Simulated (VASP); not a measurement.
A run of VASP 6.6.1 is set up as follows.

File POSCAR:

```
ZnS
1.0
    1.9034643333      1.0989656452      9.3548591394
   -1.9034643333      1.0989656452      9.3548591394
    0.0000000000     -2.1979312904      9.3548591394
Zn S
3 3
Direct
    0.9999752234      0.9999752234      0.9999752234
    0.2222749271      0.2222749271      0.2222749271
    0.4445585037      0.4445585037      0.4445585037
    0.0832701742      0.0832701742      0.0832701742
    0.5278391406      0.5278391406      0.5278391406
    0.3054080311      0.3054080311      0.3054080311
```

The input INCAR.step1:

```
  PREC = Accurate
  ENCUT = 520
  ISMEAR = -1
  SIGMA = 0.02
  LREAL = F
  LASPH = T
  NELM = 80
  NBANDS = 36
  GGA = PE
  ALGO = Normal
  EDIFF = 1E-4
  LWAVE = T
  LCHARG = F
```

File INCAR.step2:

```
  PREC = Accurate
  ENCUT = 520
  EDIFF = 1E-6
  ISMEAR = -1
  SIGMA = 0.02
  LREAL = F
  LASPH = T
  NELM = 80
  ALGO = Normal
  ISIF = 2
  LWAVE = F
  LCHARG = T
  METAGGA = R2SCAN
  LMIXTAU = T
  LELF = T
  LVHAR = T
  NBANDS = 36
  ISTART = 1
```

KPOINTS

```
regular mesh
0
Gamma
  8 8 8
```

Potentials or basis: VASP PAW PBE potentials, release 64 (Zn, S).

Launch:

```bash
$ cat potpaw_PBE.64/Zn/POTCAR potpaw_PBE.64/S/POTCAR > POTCAR
$ cp INCAR.step1 INCAR
$ mpirun -np 1 vasp_std > vasp.out
$ cp INCAR.step2 INCAR
$ mpirun -np 1 vasp_std > vasp.out
```

(1) What does it give for the pressure?

(2) Predict the band gap on the k mesh.

Results:

(1) 0.1 GPa.

(2) 2.77 eV.

Caveat: the PAW data sets were made with another functional, which shifts forces and pressure a little.
